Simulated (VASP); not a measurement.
# TiC in VASP: settings compared, part 3 of 3

VASP 6.6.1. Earlier steps stand in the parts before.

### Step 5. Relaxation of cell and atoms, PBE+D4

This run uses another cell than the first one, of 10.16 Å³/atom, 1.042 times its volume.

INCAR

```
PREC = Accurate ; ENCUT = 600
EDIFF = 1E-7 ; ISMEAR = -1
SIGMA = 0.05 ; LREAL = False
LASPH = True ; NELM = 80
ALGO = Normal ; ISIF = 3
LWAVE = False ; LCHARG = False
GGA = PE ; IVDW = 13
IBRION = 2 ; NSW = 60
EDIFFG = -0.01
```

KPOINTS

```
regular mesh
0
Gamma
  11 11 11
```

POSCAR

```
TiC
1.0
    0.0000000000      2.1657188437      2.1657188437
    2.1657188437      0.0000000000      2.1657188437
    2.1657188437      2.1657188437      0.0000000000
Ti C
1 1
Direct
    0.0000000000      0.0000000000      0.0000000000
    0.5000000000      0.5000000000      0.5000000000
```

Potentials or basis: VASP PAW PBE potentials, release 64 (Ti_sv, C).

The run is started by

```console
> cat potpaw_PBE.64/Ti_sv/POTCAR potpaw_PBE.64/C/POTCAR > POTCAR
> mpirun -np 1 vasp_std > vasp.out
```

OUTCAR:

```text
PREC = Accurate
   ENCUT = 600
   EDIFF = 1E-7
   ISMEAR = -1
   LREAL = False
   LASPH = True
   NELM = 80
   ISIF = 3
   GGA = PE
   IVDW = 13
   IBRION = 2
   NSW = 60
   EDIFFG = -0.01

 ion  position               nearest neighbor table
   1  0.000  0.000  0.000-   2 2.17   2 2.17   2 2.17   2 2.17   2 2.17   2 2.17
   2  0.500  0.500  0.500-   1 2.17   1 2.17   1 2.17   1 2.17   1 2.17   1 2.17

  LATTYP: Found a face centered cubic cell.
 ALAT       =     4.3314376874

  Lattice vectors:

 A1 = (   0.0000000000,   2.1657188437,   2.1657188437)
 A2 = (   2.1657188437,   0.0000000000,   2.1657188437)
 A3 = (   2.1657188437,   2.1657188437,   0.0000000000)

Analysis of symmetry for initial positions (statically):
=====================================================================
 Subroutine PRICEL returns:
 Original cell was already a primitive cell.

 Routine SETGRP: Setting up the symmetry group for a
 face centered cubic supercell.

 Subroutine GETGRP returns: Found 48 space group operations
[... 9 lines left out ...]

 Routine SETGRP: Setting up the symmetry group for a
 face centered cubic supercell.

 Subroutine GETGRP returns: Found 48 space group operations
[... 11 lines left out ...]
                                     Primitive cell

  volume of cell :      20.3159

  direct lattice vectors                    reciprocal lattice vectors
     0.000000000  2.165718844  2.165718844    -0.230870227  0.230870227  0.230870227
     2.165718844  0.000000000  2.165718844     0.230870227 -0.230870227  0.230870227
     2.165718844  2.165718844  0.000000000     0.230870227  0.230870227 -0.230870227

  length of vectors
     3.062788961  3.062788961  3.062788961     0.399878962  0.399878962  0.399878962

  position of ions in fractional coordinates (direct lattice)
[... 8 lines left out ...]
----------------------------------------------------------------------------------------

 KPOINTS: regular mesh

Automatic generation of k-mesh.
 Grid dimensions read from file:
 generate k-points for:   11   11   11

 Generating k-lattice:

  Cartesian coordinates                     Fractional coordinates (reciprocal lattice)
    -0.020988202  0.020988202  0.020988202     0.090909091  0.000000000  0.000000000
     0.020988202 -0.020988202  0.020988202     0.000000000  0.090909091  0.000000000
     0.020988202  0.020988202 -0.020988202     0.000000000  0.000000000  0.090909091

  Length of vectors
     0.036352633  0.036352633  0.036352633

  Shift w.r.t. Gamma in fractional coordinates (k-lattice)
     0.000000000  0.000000000  0.000000000

 Subroutine IBZKPT returns following result:
 ===========================================

 Found     56 irreducible k-points:

 Following reciprocal coordinates:
            Coordinates               Weight
  0.000000  0.000000  0.000000      1.000000
  0.090909  0.000000  0.000000      8.000000
  0.181818  0.000000  0.000000      8.000000
  0.272727  0.000000  0.000000      8.000000
  0.363636  0.000000  0.000000      8.000000
  0.454545  0.000000  0.000000      8.000000
[... 16 lines left out ...]
 -0.272727  0.181818  0.000000     24.000000
 -0.181818  0.181818  0.000000     12.000000
 [... further k-points ...]
   k-points           NKPTS =     56   k-points in BZ     NKDIM =     56   number of bands    NBANDS=     12
   number of dos      NEDOS =    301   number of ions     NIONS =      2
   total plane-waves  NPLWV =  13824
   dimension x,y,z NGX =    24 NGY =   24 NGZ =   24
   dimension x,y,z NGXF=    48 NGYF=   48 NGZF=   48
   ions per type =               1   1
   NGX,Y,Z   is equivalent  to a cutoff of  13.03, 13.03, 13.03 a.u.
   NGXF,Y,Z  is equivalent  to a cutoff of  26.05, 26.05, 26.05 a.u.
 SYSTEM =  unknown system
   PREC   = accura    normal or accurate (medium, high low for compatibility)
   ISTART =      0    job   : 0-new  1-cont  2-samecut
   ICHARG =      2    charge: 1-file 2-atom 10-const
   ISPIN  =      1    spin polarized calculation?
   LNONCOLLINEAR =      F non collinear calculations
   LSORBIT =      F    spin-orbit coupling
   LASPH  =      T    aspherical Exc in radial PAW
   ENCUT  =  600.0 eV  44.10 Ry    6.64 a.u.   6.12  6.12  6.12*2*pi/ulx,y,z
   NELM   =     80;   NELMIN=  2; NELMDL= -5     # of ELM steps
   EDIFF  = 0.1E-06   stopping-criterion for ELM
   LREAL  =      F    real-space projection
   EDIFFG = -.1E-01   stopping-criterion for IOM
   NSW    =     60    number of steps for IOM
   IBRION =      2    ionic relax: 0-MD 1-quasi-New 2-CG
   NFREE  =      1    steps in history (QN), initial steepest desc. (CG)
   ISIF   =      3    stress and relaxation
   ISYM   =      2    0-nonsym 1-usesym 2-fastsym
   POTIM  = 0.5000    time-step for ionic-motion
   TEBEG  =    0.0;   TEEND  =   0.0 temperature during run
   PSTRESS=    0.0 pullay stress
   NELECT =      16.0000    total number of electrons
   NUPDOWN=      -1.0000    fix difference up-down
   EMIN   =  10.00;   EMAX   =-10.00  energy-range for DOS
   EFERMI =   0.00;   METHOD = LEGACY
   ISMEAR =    -1;   SIGMA  =   0.05  broadening in eV -4-tet -1-fermi 0-gaus
   EFERMI_NEDOS =   21; number of points for ismear=-14 and -15
   IALGO  =     38    algorithm
   IMIX   =      4    mixing-type and parameters
     AMIX     =   0.40;   BMIX     =  1.00
     AMIX_MAG =   1.60;   BMIX_MAG =  1.00
  volume/ion in A,a.u.               =      10.16        68.55
  Fermi-wavevector in a.u.,A,eV,Ry     =   1.511829  2.856943 31.097854  2.285628
  Thomas-Fermi vector in A             =   2.621834
   LORBIT       =      0    0 simple, 1 ext, 2 COOP (PROOUT), +10 PAW based schemes
   GGA     = PE    functional components
   LHFCALC =     F    Hartree Fock is set to
   AEXX    =    0.0000 exact exchange contribution
   IVDW    =    13    specifies the selected vdW correction
   LEPSILON=     F    determine dielectric tensor
   LRPA    =     F    only Hartree local field effects (RPA)
 conjugate gradient relaxation of ions
 non-spin polarized calculation
  energy-cutoff  :      600.00
  volume of cell :       20.32
 maximum number of plane-waves:       690
   NGX = 13   NGY = 13   NGZ = 13

--------------------------------------- Ionic step        1  -------------------------------------------

 number of electron      16.0000000 magnetization

 Free energy of the ion-electron system (eV)
  ---------------------------------------------------
  ext. energy  EPLUGINS =         0.00000000
  ---------------------------------------------------
  free energy    TOTEN  =       -18.71091354 eV

  energy without entropy =      -18.70854607  energy(sigma->0) =      -18.70972981

------------------------ aborting loop because EDIFF is reached ----------------------------------------

  DFT-D4 for vdW energy calculation

  Edisp (eV):   -0.55305

  FORCE on cell =-STRESS in cart. coord.  units (eV):
  Direction    XX          YY          ZZ          XY          YZ          ZX
  --------------------------------------------------------------------------------------
  -------------------------------------------------------------------------------------
  Total      -0.55752    -0.55752    -0.55752    -0.00000     0.00000     0.00000
  in kB     -43.96780   -43.96780   -43.96780    -0.00000     0.00000     0.00000
  external pressure =      -43.97 kB  Pullay stress =        0.00 kB
[... 61 lines left out ...]
  energy  without entropy=      -19.2579952396  energy(sigma->0) =      -19.25919780

--------------------------------------- Ionic step        3  -------------------------------------------

 number of electron      16.0000003 magnetization

 Free energy of the ion-electron system (eV)
  ---------------------------------------------------
  ext. energy  EPLUGINS =         0.00000000
  ---------------------------------------------------
  free energy    TOTEN  =       -18.70505915 eV

  energy without entropy =      -18.70268750  energy(sigma->0) =      -18.70387332

 E-fermi :   9.6851     XC(G=0): -12.7895

 val. band max:        9.5612570904   @ k =   0.4545   0.4545   0.0000
 cond. band min:       9.7734194633   @ k =   0.0909   0.0000   0.0000
 fundamental gap:      0.2121623729
 Fermi energy:         9.6851382270

 k-point     1 :       0.0000    0.0000    0.0000
  band No.  band energies     occupation
      1     -46.9198      2.00000
      2     -22.9348      2.00000
      3     -22.9348      2.00000
      4     -22.9348      2.00000
      5      -2.8582      2.00000
      6      10.3190      0.00001
      7      10.3190      0.00001
      8      10.3190      0.00001
      9      11.3206      0.00000
     10      11.3206      0.00000
     11      11.3206      0.00000
     12      11.3695      0.00000
[... 331 lines left out ...]
 k-point    24 :      -0.1818    0.1818    0.0000
  band No.  band energies     occupation
      1     -46.8676      2.00000
      2     -23.2248      2.00000
      3     -23.0487      2.00000
      4     -22.9555      2.00000
      5      -1.1026      2.00000
      6       6.3309      2.00000
      7       7.4128      2.00000
      8       7.6533      2.00000
      9      11.1939      0.00000
     10      12.3325      0.00000
     11      13.2573      0.00000
     12      14.0868      0.00000

 [... further k-points ...]

------------------------ aborting loop because EDIFF is reached ----------------------------------------

  DFT-D4 for vdW energy calculation

  Edisp (eV):   -0.56389

  FORCE on cell =-STRESS in cart. coord.  units (eV):
  Direction    XX          YY          ZZ          XY          YZ          ZX
  --------------------------------------------------------------------------------------
  -------------------------------------------------------------------------------------
  Total      -0.00162    -0.00162    -0.00162     0.00000     0.00000    -0.00000
  in kB      -0.13014    -0.13014    -0.13014     0.00000     0.00000    -0.00000
  external pressure =       -0.13 kB  Pullay stress =        0.00 kB
[... 17 lines left out ...]
  FREE ENERGIE OF THE ION-ELECTRON SYSTEM (eV)
  ---------------------------------------------------
  free  energy   TOTEN  =       -19.2689492299 eV

  energy  without entropy=      -19.2665775757  energy(sigma->0) =      -19.26776340

 reached required accuracy - stopping structural energy minimisation
```

CONTCAR:

```text
TiC
   1.00000000000000
     0.0000000000000000    2.1530368832132694    2.1530368832132694
     2.1530368832132694    0.0000000000000000    2.1530368832132694
     2.1530368832132694    2.1530368832132694   -0.0000000000000000
  Ti              C
     1     1
Direct
     0.0000000000000000    0.0000000000000000    0.0000000000000000
     0.5000000000000000    0.5000000000000000    0.5000000000000000

  0.00000000E+00  0.00000000E+00  0.00000000E+00
  0.00000000E+00  0.00000000E+00  0.00000000E+00
```

Run time: 34 s. Hardware: 1 thread of Intel Xeon Platinum 8488C (Sapphire Rapids), shared host; peak memory 0.15 GiB.

What came out:

- Free energy: -19.2689 eV
- Relaxed volume: 9.98 Å³/atom
- Relaxed cell: a = 3.045 Å, b = 3.045 Å, c = 3.045 Å, α = 60.00°, β = 60.00°, γ = 60.00°
- Space group after relaxing (to 0.05 Å): Fm-3m (No. 225)
- Energy gained by relaxing: 2.5 meV/atom
- Ionic steps: 3
- Pressure after relaxing: 0.0 GPa
- Band gap on the k mesh: zero (band 8 reaches 10.32 eV, above the bottom of band 9 at 9.21 eV)
- Dispersion energy per atom: -0.282 eV

Step by step:
```
step  energy change (eV)  largest force (eV/Å)  pressure (GPa)  volume (Å³)
   1              0.0000                0.0000           -4.40        20.32
   2              0.0036                0.0000            6.17        19.51
   3             -0.0050                0.0000           -0.01        19.96
```

Final structure:
```xyz
2
Lattice="0.0000 2.1530 2.1530 2.1530 0.0000 2.1530 2.1530 2.1530 0.0000" Properties=species:S:1:pos:R:3 pbc="T T T"
Ti    0.0000    0.0000    0.0000
C     2.1530    2.1530    2.1530
```

Levels at points of the mesh, in eV from the Fermi level:
| k point | band 6 | band 7 | band 8 | band 9 | band 10 | band 11 |
| --- | --- | --- | --- | --- | --- | --- |
| (0.00, 0.00, 0.00) | 0.63 | 0.63 | 0.63 | 1.64 | 1.64 | 1.64 |

Caveat: pairwise dispersion overbinds metals, which lowers pressure and volume.

### Step 6. Relaxation of cell and atoms, PBEsol+D3(BJ)

This run uses another cell than the first one, of 10.16 Å³/atom, 1.042 times its volume.

INCAR

```
SYSTEM = TiC
PREC = Accurate
ENCUT = 600
EDIFF = 1E-6
ISMEAR = -1
SIGMA = 0.05
LREAL = .FALSE.
LASPH = .TRUE.
NELM = 60
ALGO = Normal
ISIF = 3
LWAVE = .FALSE.
LCHARG = .FALSE.
GGA = PS
IVDW = 12
IBRION = 2
NSW = 60
EDIFFG = -0.01
```

KPOINTS

```
regular mesh
0
G
  11 11 11
  0 0 0
```

POSCAR is that of step 5.

Potentials or basis: VASP PAW PBE potentials, release 64 (Ti_sv, C).

The run is started by

```console
> cat potpaw_PBE.64/Ti_sv/POTCAR potpaw_PBE.64/C/POTCAR > POTCAR
> mpirun -np 1 vasp_std > vasp.out
```

Wall time 25 s (1 thread of Intel Xeon Platinum 8488C (Sapphire Rapids), shared host); peak memory 0.17 GiB.

The run converged. Its results:

| Quantity | Value |
| --- | --- |
| Free energy | -20.6536 eV |
| Relaxed volume | 9.65 Å³/atom |
| Relaxed cell | a = 3.011 Å, b = 3.011 Å, c = 3.011 Å, α = 60.00°, β = 60.00°, γ = 60.00° |
| Space group after relaxing (to 0.05 Å) | Fm-3m (No. 225) |
| Energy gained by relaxing | 21.8 meV/atom |
| Ionic steps | 3 |
| Pressure after relaxing | 0.0 GPa |
| Band gap on the k mesh | zero (band 8 reaches 10.59 eV, above the bottom of band 9 at 9.49 eV) |
| Dispersion energy per atom | -0.430 eV |

The path:
```csv
step,energy change (eV),largest force (eV/Å),pressure (GPa),volume (Å³)
1,0.0000,0.0000,-13.06,20.32
2,0.0442,0.0000,22.69,17.98
3,-0.0436,0.0000,-0.04,19.31
```

Final structure:
```
Ti C
1.0
     0.00000    2.12933    2.12933
     2.12933    0.00000    2.12933
     2.12933    2.12933    0.00000
Ti C
1 1
Cartesian
  0.0000 0.0000 0.0000
  2.1293 2.1293 2.1293
```

Levels at points of the mesh, in eV from the Fermi level:
| k point | band 4 | band 5 | band 6 | band 7 | band 8 | band 9 | band 10 | band 11 | band 12 |
| --- | --- | --- | --- | --- | --- | --- | --- | --- | --- |
| (0.00, 0.00, 0.00) | -32.35 | -12.67 | 0.61 | 0.61 | 0.61 | 1.71 | 1.71 | 1.71 | 1.77 |

Caveat: the PAW data sets were made with another functional, which shifts forces and pressure a little; pairwise dispersion overbinds metals, which lowers pressure and volume.

### Step 7. Overview

```csv
task,level,cell,cutoff (eV),gap on the mesh (eV),pressure (GPa),relaxed volume (Å³/atom)
single point,PBEsol,"a = 3.002, b = 3.002, c = 3.063 Å, angles 59.3, 59.3, 61.3°, 2 atoms",520,none,5.0,-
single point,PBEsol,"a = 3.032, b = 3.032, c = 3.063 Å, angles 59.7, 59.7, 60.7°, 2 atoms",520,none,-1.2,-
single point,PBE,"a = 3.048, b = 3.048, c = 3.063 Å, angles 59.8, 59.8, 60.3°, 2 atoms",520,none,3.1,-
relaxation of cell and atoms,PBE+D4,"relaxed from a = 3.063 Å, angles 60.0°, 2 atoms",600,none,0.0,9.98
relaxation of cell and atoms,PBEsol+D3(BJ),"relaxed from a = 3.063 Å, angles 60.0°, 2 atoms",600,none,0.0,9.65
```

Alike in all rows: potentials or basis VASP PAW PBE potentials, release 64 (Ti_sv, C); no spin polarisation; k mesh 11 × 11 × 11; smearing fermi-dirac 0.05 eV.

Caveats: the PAW data sets were made with another functional, which shifts forces and pressure a little (some runs); pairwise dispersion overbinds metals, which lowers pressure and volume (some runs).

Total energies depend on the potentials used, so only differences within one code and one set of settings carry meaning.
